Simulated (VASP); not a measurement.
# Ge2Sb2S: relaxation of cell and atoms with PBE

Ge2Sb2S:

```
Ge Sb S
1.0
     4.56134    0.00000    0.00000
    -2.28067    3.95024    0.00000
     0.00000    0.00000    7.83912
Ge Sb S
2 2 1
Cartesian
  0.0000 2.6335 2.0552
  2.2807 1.3167 5.7839
  0.0000 2.6335 4.9332
  2.2807 1.3167 2.9060
  0.0000 0.0000 0.0000
```

The cell was built from a structure type or drawn by symmetry, and may not be a known phase.

| Quantity | Value |
| --- | --- |
| Program | VASP 6.6.1 |
| Task | relaxation of cell and atoms |
| Functional | PBE |
| Potentials or basis | VASP PAW PBE potentials, release 64 (Ge_d, Sb, S) |
| Cutoff | 600 eV |
| k mesh | 6 × 6 × 2 |
| Occupations | gaussian, width 0.1 eV |
| Spin | no spin polarisation |
| Dipole correction | no |
| Further INCAR settings | ALGO = Normal; EDIFF = 1e-07; IBRION = 2; EDIFFG = -0.04; NSW = 90; ISIF = 3 |

```json
{
 "Relaxed volume": "23.69 Å³/atom",
 "Relaxed cell": "a = 3.932 Å, b = 3.932 Å, c = 8.845 Å, α = 90.00°, β = 90.00°, γ = 120.00°",
 "Space group after relaxing (to 0.1 Å)": "P-3m1 (No. 164)",
 "Energy gained by relaxing": "349.0 meV/atom",
 "Ionic steps": "20",
 "Pressure after relaxing": "0.1 GPa",
 "Largest force after relaxing": "0.036 eV/Å",
 "Band gap on the k mesh": "zero (bands 22 and 23 overlap by 1.85 eV)"
}
```

Forces on the atoms (eV/Å):
```
Ge   0.000  0.000 -0.036
Ge   0.000  0.000  0.036
Sb   0.000  0.000 -0.003
Sb   0.000  0.000  0.003
S    0.000  0.000  0.000
```

The path:
| step | energy change (eV) | largest force (eV/Å) | pressure (GPa) | volume (Å³) |
| --- | --- | --- | --- | --- |
| 1 | 0.0000 | 1.5158 | -0.14 | 141.25 |
| 2 | -0.2432 | 1.3030 | -1.08 | 140.75 |
| 3 | -0.7334 | 0.8709 | -2.98 | 139.23 |
| 4 | -0.7640 | 0.5859 | -3.81 | 136.08 |
| 5 | -0.9061 | 0.6321 | -3.91 | 137.50 |
| 6 | -1.0747 | 0.8454 | -1.41 | 128.18 |
| 7 | -1.0901 | 0.9349 | -0.31 | 124.98 |
| 8 | -1.1607 | 0.8828 | -0.34 | 124.23 |
| 9 | -1.3597 | 0.8419 | -0.27 | 121.95 |
| 10 | -1.6190 | 0.2809 | 1.37 | 117.23 |
| 11 | -1.6134 | 0.6722 | 3.04 | 115.00 |
| 12 | -1.6333 | 0.2976 | 1.97 | 116.38 |
| 13 | -1.7046 | 0.3038 | 0.68 | 118.45 |
| 14 | -1.7166 | 0.3986 | 0.10 | 119.52 |
| 15 | -1.7169 | 0.4183 | -0.02 | 119.75 |
| 16 | -1.7323 | 0.2657 | -0.15 | 119.60 |
| 17 | -1.7439 | 0.0401 | -0.32 | 119.31 |
| 18 | -1.7440 | 0.0415 | -0.34 | 119.28 |
| 19 | -1.7441 | 0.0422 | -0.33 | 119.27 |
| 20 | -1.7449 | 0.0363 | 0.06 | 118.45 |

Final structure:
```
Ge Sb S
1.0
     3.93239    0.00000    0.00000
    -1.96620    3.40555    0.00000
     0.00000    0.00000    8.84480
Ge Sb S
2 2 1
Cartesian
  0.0000 2.2704 1.5864
  1.9662 1.1352 7.2584
  0.0000 2.2704 5.4610
  1.9662 1.1352 3.3838
  0.0000 0.0000 0.0000
```

Levels at points of the mesh, in eV from the Fermi level:
| k point | band 18 | band 19 | band 20 | band 21 | band 22 | band 23 | band 24 | band 25 | band 26 |
| --- | --- | --- | --- | --- | --- | --- | --- | --- | --- |
| (0.00, 0.00, 0.00) | -1.01 | -0.85 | -0.24 | -0.24 | 1.31 | 1.31 | 2.07 | 2.07 | 2.25 |
| (0.50, 0.00, 0.00) | -3.35 | -2.93 | -2.17 | -1.50 | -1.29 | -0.55 | 1.30 | 1.53 | 3.09 |
| (0.00, 0.00, 0.50) | -2.32 | -0.06 | -0.06 | 0.52 | 0.71 | 0.71 | 0.73 | 2.64 | 2.64 |
| (0.50, 0.00, 0.50) | -4.11 | -3.53 | -2.02 | -1.19 | -0.60 | 0.57 | 0.60 | 2.04 | 2.53 |

Run time: 20 min on 1 thread of Intel(R) Xeon(R) Platinum 8259CL CPU @ 2.50GHz (Skylake/Cascade Lake), on a shared host, peak memory 0.33 GiB.

Caveat: the k points lie up to 0.36 Å⁻¹ apart in the final cell, too coarse for converged energies and pressures of a metal; the volume moved by over 15 % at a fixed basis, so the end points are rough; spin-orbit coupling is left out, which moves the levels of the heavy elements.
